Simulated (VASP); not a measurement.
Na, 1 atom in the cell. Symmetry: Im-3m, No. 229, cubic system. Conventional cell: a = 3.325 Å, b = 3.325 Å, c = 3.325 Å, α = 90.00°, β = 90.00°, γ = 90.00°. Na (site symmetry m-3m) has 14 Na at 2.88 to 3.33 Å within 3.8 Å. 

| Property | Result |
| --- | --- |
| Program | VASP 6.6.1 |
| Task | single point |
| Functional | PBE |
| Potentials or basis | VASP PAW PBE potentials, release 64 (Na_pv) |
| Cutoff | 520 eV |
| k mesh | 9 × 9 × 9 |
| Occupations | fermi-dirac, width 0.05 eV |
| Spin | no spin polarisation |
| Dipole correction | no |
| Further INCAR settings | ALGO = Normal; EDIFF = 1e-07; NBANDS = 10 |

Potentials or basis: VASP PAW PBE potentials, release 64 (Na_pv).

Command:

```sh
$ cat potpaw_PBE.64/Na_pv/POTCAR > POTCAR
$ mpirun -np 1 vasp_std > vasp.out
```

Hardware: 1 thread of Intel Xeon 8259CL (shared host).

How long does it take, and how much memory?

It took 8.1 s on 1 thread of Intel Xeon 8259CL (shared host), peak memory 0.13 GiB. Counts: scf iterations 11, k points 35.
